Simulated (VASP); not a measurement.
# Fe2O3 (Hematite) (R-3c) in VASP: notebook

Aim: see how the results for Fe2O3 (Hematite) move with the level of theory and the settings. Levels: RPBE, PBE. Tasks: single point.

Program: VASP 6.6.1. These are calculated values, not measurements. Logs are shortened: lines on timing, memory, paths and dates and some standing lists are left out, and cuts for length are marked.

## 1. The cell of the first run

The structure is trigonal, space group R-3c (No. 167). The conventional cell has a = 5.038 Å, b = 5.038 Å, c = 13.772 Å, α = 90.00°, β = 90.00°, γ = 120.00°. Within 2.6 Å of Fe (site symmetry 3) lie 6 O at 1.95 to 2.12 Å. Within 2.6 Å of O (site symmetry 2) lie 4 Fe at 1.95 to 2.12 Å.

## 2. Single point, RPBE, collinear spin, ferromagnetic start

File INCAR:

```
  PREC = Accurate
  ENCUT = 520
  EDIFF = 1E-6
  ISMEAR = -1
  SIGMA = 0.05
  LREAL = F
  LASPH = T
  NELM = 150
  ALGO = Normal
  ISIF = 2
  LWAVE = F
  LCHARG = F
  ISPIN = 2
  MAGMOM = 3 3 3 3 0 0 0 0 0 0
  LORBIT = 11
  LMAXMIX = 4
  GGA = RP
  NBANDS = 49
```

File KPOINTS:

```
Automatic mesh
0
Gamma
  7 7 7
```

File POSCAR:

```
Fe2O3
1.0
    2.5190000000      1.4543453281      4.5906666667
   -2.5190000000      1.4543453281      4.5906666667
    0.0000000000     -2.9086906562      4.5906666667
Fe O
4 6
Direct
    0.3553000000      0.3553000000      0.3553000000
    0.1447000000      0.1447000000      0.1447000000
    0.6447000000      0.6447000000      0.6447000000
    0.8553000000      0.8553000000      0.8553000000
    0.5559000000      0.2500000000      0.9441000000
    0.2500000000      0.9441000000      0.5559000000
    0.9441000000      0.5559000000      0.2500000000
    0.4441000000      0.7500000000      0.0559000000
    0.7500000000      0.0559000000      0.4441000000
    0.0559000000      0.4441000000      0.7500000000
```

Potentials or basis: VASP PAW PBE potentials, release 64 (Fe, O).

Command:

```
$ cat potpaw_PBE.64/Fe/POTCAR potpaw_PBE.64/O/POTCAR > POTCAR
$ mpirun -np 1 vasp_std > vasp.out
```

OUTCAR:

```text
PREC = Accurate
   ENCUT = 520
   EDIFF = 1E-6
   ISMEAR = -1
   LREAL = F
   LASPH = T
   NELM = 150
   ISIF = 2
   ISPIN = 2
   LORBIT = 11
   GGA = RP

 ion  position               nearest neighbor table
   1  0.355  0.355  0.355-   9 1.95  10 1.95   8 1.95   7 2.12   5 2.12   6 2.12   2 2.90   3 2.97
                             3 2.97   3 2.97
   2  0.145  0.145  0.145-   8 1.95  10 1.95   9 1.95   7 2.12   5 2.12   6 2.12   1 2.90   4 2.97
                             4 2.97   4 2.97
   3  0.645  0.645  0.645-   6 1.95   7 1.95   5 1.95  10 2.12   9 2.12   8 2.12   4 2.90   1 2.97
                             1 2.97   1 2.97
   4  0.855  0.855  0.855-   5 1.95   7 1.95   6 1.95  10 2.12   9 2.12   8 2.12   3 2.90   2 2.97
                             2 2.97   2 2.97
   5  0.556  0.250  0.944-   4 1.95   3 1.95   1 2.12   2 2.12
   6  0.250  0.944  0.556-   3 1.95   4 1.95   1 2.12   2 2.12
   7  0.944  0.556  0.250-   3 1.95   4 1.95   1 2.12   2 2.12
   8  0.444  0.750  0.056-   2 1.95   1 1.95   3 2.12   4 2.12
   9  0.750  0.056  0.444-   1 1.95   2 1.95   3 2.12   4 2.12
  10  0.056  0.444  0.750-   1 1.95   2 1.95   3 2.12   4 2.12

  LATTYP: Found a trigonal (rhomboedric) cell.
 ALAT       =     5.4345838643
 COS(alpha) =     0.5703114900

  Lattice vectors:

 A1 = (   2.5190000000,   1.4543453281,   4.5906666667)
 A2 = (  -2.5190000000,   1.4543453281,   4.5906666667)
 A3 = (   0.0000000000,  -2.9086906562,   4.5906666667)

Analysis of symmetry for initial positions (statically):
=====================================================================
 Subroutine PRICEL returns:
 Original cell was already a primitive cell.

 Routine SETGRP: Setting up the symmetry group for a
 trigonal (rhombohedral) supercell.

 Subroutine GETGRP returns: Found 12 space group operations
 (whereof  6 operations were pure point group operations)
 out of a pool of 12 trial point group operations.

The static configuration has the point symmetry S_6 .
 The point group associated with its full space group is D_3d.

Analysis of symmetry for dynamics (positions and initial velocities):
=====================================================================
 Subroutine PRICEL returns:
 Original cell was already a primitive cell.

 Routine SETGRP: Setting up the symmetry group for a
 trigonal (rhombohedral) supercell.

 Subroutine GETGRP returns: Found 12 space group operations
 (whereof  6 operations were pure point group operations)
 out of a pool of 12 trial point group operations.

The dynamic configuration has the point symmetry S_6 .
 The point group associated with its full space group is D_3d.

[... 179 lines left out ...]
 cond. band min:       4.5063527738   @ k =  -0.1429   0.2857   0.1429
 fundamental gap:      0.0041019593
 Fermi energy:         4.5057437563

 spin component 1

 k-point     1 :       0.0000    0.0000    0.0000
  band No.  band energies     occupation
      1     -15.6279      1.00000
      2     -14.1525      1.00000
      3     -14.0756      1.00000
      4     -14.0756      1.00000
      5     -14.0513      1.00000
      6     -14.0513      1.00000
[... 1165 lines left out ...]
     45      10.4019      0.00000
     46      12.7886      0.00000

 [... further k-points ...]

 spin component 2

 k-point     1 :       0.0000    0.0000    0.0000
  band No.  band energies     occupation
      1     -15.2720      1.00000
      2     -13.7957      1.00000
      3     -13.6884      1.00000
      4     -13.6884      1.00000
      5     -13.6831      1.00000
      6     -13.6831      1.00000
[... 1165 lines left out ...]
     45      11.0917      0.00000
     46      13.4212      0.00000

 [... further k-points ...]

 [bands above 46 left out]

------------------------ aborting loop because EDIFF is reached ----------------------------------------

  FORCE on cell =-STRESS in cart. coord.  units (eV):
  Direction    XX          YY          ZZ          XY          YZ          ZX
  --------------------------------------------------------------------------------------
  -------------------------------------------------------------------------------------
  Total        2.4112935      2.4112935      1.7282295      0.0000000     -0.0000000      0.0000000
  in kB       38.2858188     38.2858188     27.4403262      0.0000000     -0.0000000      0.0000000
  external PRESSURE =      34.6706546 kB  Pullay stress =       0.0000000 kB

 VOLUME and BASIS-vectors are now :
 -----------------------------------------------------------------------------
  energy-cutoff  :      520.00
  volume of cell :      100.91
      direct lattice vectors                 reciprocal lattice vectors
     2.519000000  1.454345328  4.590666667     0.198491465  0.114599101  0.072611095
    -2.519000000  1.454345328  4.590666667    -0.198491465  0.114599101  0.072611095
     0.000000000 -2.908690656  4.590666667     0.000000000 -0.229198201  0.072611095

 POSITION                                       TOTAL-FORCE (eV/Angst)
 -----------------------------------------------------------------------------------
      0.00000      0.00000      4.89319        -0.000000      0.000000     -0.809530
      0.00000      0.00000      1.99281        -0.000000     -0.000000      0.809530
      0.00000      0.00000      8.87881        -0.000000     -0.000000      0.809530
      0.00000      0.00000     11.77919        -0.000000      0.000000     -0.809530
      0.77056     -1.57404      8.03367         0.049065      0.084984      0.000000
     -1.74844      0.11969      8.03367         0.049065     -0.084984      0.000000
      0.97788      1.45435      8.03367        -0.098131     -0.000000      0.000000
     -0.77056      1.57404      5.73833        -0.049065     -0.084984      0.000000
      1.74844     -0.11969      5.73833        -0.049065      0.084984      0.000000
     -0.97788     -1.45435      5.73833         0.098131     -0.000000      0.000000
 -----------------------------------------------------------------------------------
    total drift:                               -0.000000      0.000000     -0.000000

  FREE ENERGIE OF THE ION-ELECTRON SYSTEM (eV)
  ---------------------------------------------------
  free  energy   TOTEN  =       -69.5027553498 eV

  energy  without entropy=      -69.4039633861  energy(sigma->0) =      -69.45335937

 total charge

# of ion       s       p       d       tot
------------------------------------------
    1        0.361   0.514   5.980   6.855
    2        0.361   0.514   5.980   6.855
    3        0.361   0.514   5.980   6.855
    4        0.361   0.514   5.980   6.855
    5        1.577   3.423   0.000   4.999
    6        1.577   3.423   0.000   4.999
    7        1.577   3.423   0.000   4.999
    8        1.577   3.423   0.000   4.999
    9        1.577   3.423   0.000   4.999
   10        1.577   3.423   0.000   4.999
--------------------------------------------------
tot         10.903  22.590  23.921  57.414

 magnetization (x)

# of ion       s       p       d       tot
------------------------------------------
    1        0.025   0.036   3.231   3.293
    2        0.025   0.036   3.231   3.293
    3        0.025   0.036   3.231   3.293
    4        0.025   0.036   3.231   3.293
    5        0.021   0.160   0.000   0.181
    6        0.021   0.160   0.000   0.181
    7        0.021   0.160   0.000   0.181
    8        0.021   0.160   0.000   0.181
    9        0.021   0.160   0.000   0.181
   10        0.021   0.160   0.000   0.181
--------------------------------------------------
tot          0.227   1.107  12.925  14.258
```

It took 5.5 min on 1 thread of Intel Xeon 6975P-C (Granite Rapids), shared host; peak memory 0.48 GiB.

What came out:

```
Free energy                                           : -69.5028 eV
Pressure                                              : 3.5 GPa
Largest force                                         : 0.810 eV/Å
Net moment                                            : 14.69 μB per cell
Site moments                                          : Fe +3.29; O +0.18 μB
Valence electrons inside the program's atomic spheres : Fe 6.86; O 5.00
```

Forces in eV/Å, atoms in the order of the input:
```
Fe   0.000  0.000 -0.810
Fe   0.000  0.000  0.810
Fe   0.000  0.000  0.810
Fe   0.000  0.000 -0.810
O    0.049  0.085  0.000
O    0.049 -0.085  0.000
O   -0.098  0.000  0.000
O   -0.049 -0.085  0.000
O   -0.049  0.085  0.000
O    0.098  0.000  0.000
```

Caveat: the PAW data sets were made with another functional, which shifts forces and pressure a little; semilocal functionals often make such compounds metallic where correlation or magnetic order opens a gap, which also shifts bond lengths; only a ferromagnetic start was run, and an antiferromagnetic order may lie lower in energy. With open d or f shells a metallic result of RPBE can be an artefact of self-interaction; +U or a hybrid may open a gap.

## 3. Single point, PBE, collinear spin, ferromagnetic start

File INCAR:

```
PREC = Accurate ; ENCUT = 520
EDIFF = 1E-7 ; ISMEAR = -1
SIGMA = 0.05 ; LREAL = F
LASPH = T ; NELM = 150
ALGO = Normal ; ISIF = 2
LWAVE = F ; LCHARG = F
ISPIN = 2 ; MAGMOM = 3 3 3 3 0 0 0 0 0 0
LORBIT = 11 ; LMAXMIX = 4
GGA = PE ; NBANDS = 49
```

File KPOINTS:

```
regular mesh
0
Gamma
  7 7 7
```

POSCAR is that of step 2.

Potentials or basis: VASP PAW PBE potentials, release 64 (Fe, O).

Command:

```
$ cat potpaw_PBE.64/Fe/POTCAR potpaw_PBE.64/O/POTCAR > POTCAR
$ mpirun -np 1 vasp_std > vasp.out
```

It took 15 min on 1 thread of Intel Xeon Platinum 8259CL at 2.50GHz (Skylake/Cascade Lake), shared host; peak memory 0.48 GiB.

It converged, with:

```
Free energy                                           : -73.6305 eV
Pressure                                              : -4.8 GPa
Largest force                                         : 0.915 eV/Å
Net moment                                            : 13.54 μB per cell
Site moments                                          : Fe +3.08; O +0.14 μB
Valence electrons inside the program's atomic spheres : Fe 6.88; O 4.97
```

Forces on the atoms (eV/Å):
```
Fe   0.000  0.000 -0.915
Fe   0.000  0.000  0.915
Fe   0.000  0.000  0.915
Fe   0.000  0.000 -0.915
O    0.064  0.111  0.000
O    0.064 -0.111  0.000
O   -0.128  0.000  0.000
O   -0.064 -0.111  0.000
O   -0.064  0.111  0.000
O    0.128  0.000  0.000
```

Stress tensor (GPa, compression positive):
```
-4.78  0.00  0.00
 0.00 -4.78  0.00
 0.00  0.00 -4.95
```

Levels at points of the mesh, in eV from the Fermi level:
Spin up:
```tsv
k point	band 39	band 40	band 41	band 42	band 43	band 44
(0.00, 0.00, 0.00)	-0.64	-0.64	0.24	0.24	0.79	0.79
```
Spin down:
```tsv
k point	band 24	band 25	band 26	band 27	band 28	band 29	band 30	band 31
(0.00, 0.00, 0.00)	-2.46	-0.26	-0.26	-0.19	0.02	0.02	0.05	0.05
```

Caveat: semilocal functionals often make such compounds metallic where correlation or magnetic order opens a gap, which also shifts bond lengths; only a ferromagnetic start was run, and an antiferromagnetic order may lie lower in energy. With open d or f shells a metallic result of PBE can be an artefact of self-interaction; +U or a hybrid may open a gap.

## 4. Single point, PBE, collinear spin, ferrimagnetic start

File INCAR:

```
PREC = Accurate
ENCUT = 600
EDIFF = 1E-6
ISMEAR = -1
SIGMA = 0.05
LREAL = False
LASPH = True
NELM = 200
ALGO = Normal
ISIF = 2
LWAVE = False
LCHARG = False
ISPIN = 2
MAGMOM = 3 -1.5 3 -1.5 0 0 0 0 0 0
LORBIT = 11
LMAXMIX = 4
GGA = PE
NBANDS = 49
GGA_COMPAT = False
KPAR = 4
```

KPOINTS is that of step 3.

POSCAR is that of step 3.

Command:

```
$ cat potpaw_PBE.64/Fe/POTCAR potpaw_PBE.64/O/POTCAR > POTCAR
$ mpirun -np 4 vasp_std > vasp.out
```

It took 5 min on 4 MPI ranks of Intel Xeon Platinum 8488C (Sapphire Rapids), shared host; peak memory 0.73 GiB.

It converged, with:

| Item | Value |
| --- | --- |
| Free energy | -75.5280 eV |
| Pressure | -1.6 GPa |
| Largest force | 0.225 eV/Å |
| Band gap on the k mesh | 0.53 eV, indirect (least direct gap 0.55 eV) |
| Net moment | 0.00 μB per cell |
| Site moments | Fe +3.55, -3.55; O +0.00 μB |
| Valence electrons inside the program's atomic spheres | Fe 6.84; O 4.99 |

Forces on the atoms (eV/Å):
```
Fe   0.000  0.000  0.185
Fe   0.000  0.000 -0.185
Fe   0.000  0.000 -0.185
Fe   0.000  0.000  0.185
O    0.113  0.195  0.000
O    0.113 -0.195  0.000
O   -0.225  0.000  0.000
O   -0.113 -0.195  0.000
O   -0.113  0.195  0.000
O    0.225  0.000  0.000
```

Stress tensor (GPa, compression positive):
```
-2.50  0.00  0.00
 0.00 -2.50  0.00
 0.00  0.00  0.17
```

Levels at points of the mesh, in eV from the valence-band top:
Spin up:
```csv
k point,band 31,band 32,band 33,band 34,band 35,band 36,band 37,band 38
"(0.00, 0.00, 0.00)",-0.73,-0.73,-0.43,-0.43,0.73,1.05,1.09,1.09
```
Spin down:
```tsv
k point	band 32	band 33	band 34	band 35	band 36	band 37
(0.00, 0.00, 0.00)	-0.73	-0.43	-0.43	0.73	1.05	1.09
```

## 5. Overview

| level | spin | cutoff (eV) | gap on the mesh (eV) | pressure (GPa) | moment (μB) | largest force (eV/Å) |
| --- | --- | --- | --- | --- | --- | --- |
| RPBE | collinear, ferromagnetic start | 520 | none | 3.5 | 14.69 | 0.81 |
| PBE | collinear, ferromagnetic start | 520 | none | -4.8 | 13.54 | 0.92 |
| PBE | collinear, ferrimagnetic start | 600 | 0.53 | -1.6 | 0.00 | 0.23 |

Alike in all rows: task single point; potentials or basis VASP PAW PBE potentials, release 64 (Fe, O); cell as given; k mesh 7 × 7 × 7; smearing fermi-dirac 0.05 eV.

On the cell as given the gap runs from zero (RPBE) to 0.53 eV (PBE). The pressure there spans -4.8 GPa (PBE) to 3.5 GPa (RPBE); a positive pressure means that this level wants a larger cell, a negative one a smaller.

Caveats: semilocal functionals often make such compounds metallic where correlation or magnetic order opens a gap, which also shifts bond lengths (some runs); the PAW data sets were made with another functional, which shifts forces and pressure a little (some runs).

Absolute energies hang on the potentials; compare differences alone.
